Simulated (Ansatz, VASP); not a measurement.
Fe: VASP beside Ansatz

```xyz
1
Lattice="0.0000 2.2582 2.2582 2.2582 0.0000 2.2582 2.2582 2.2582 0.0000" Properties=species:S:1:pos:R:3 pbc="T T T"
Fe    0.0000    0.0000    0.0000
```

Alike in both runs: task single point; functional PBEsol; k mesh 8 × 8 × 8; occupations gaussian, width 0.1 eV; collinear spin.

|  | VASP | Ansatz |
| --- | --- | --- |
| version | VASP 6.6.1 | Ansatz 0.2.0 |
| potentials or method | VASP PAW PBE potentials, release 64 (Fe), cutoff 520 eV | scalar-relativistic, plane waves, PAW |
| valence electrons in the cell | 8 | 16 |

Ansatz gave:

```
gap on the k mesh at the Fermi level (eV)                     : none
pressure (GPa)                                                : -26.5
net moment per atom (μB)                                      : 3.19
size of the moment on the site where the two differ most (μB) : 3.28
```

Estimate VASP's values.

gap on the k mesh at the Fermi level (eV): none; pressure (GPa): -26.0; net moment per atom (μB): 3.17; size of the moment on the site where the two differ most (μB): 3.21.

VASP's potentials were made for PBE, not for PBEsol. Site moments also hang on the region over which each program counts them. A gap of «none» marks a metal or a gap that the smearing closes. The functional is the same, so the differences come from potentials, cutoffs and numerics. VASP's potentials hold 8 valence electrons a cell and Ansatz's 16, so a difference there can come from the potentials and not from the codes.
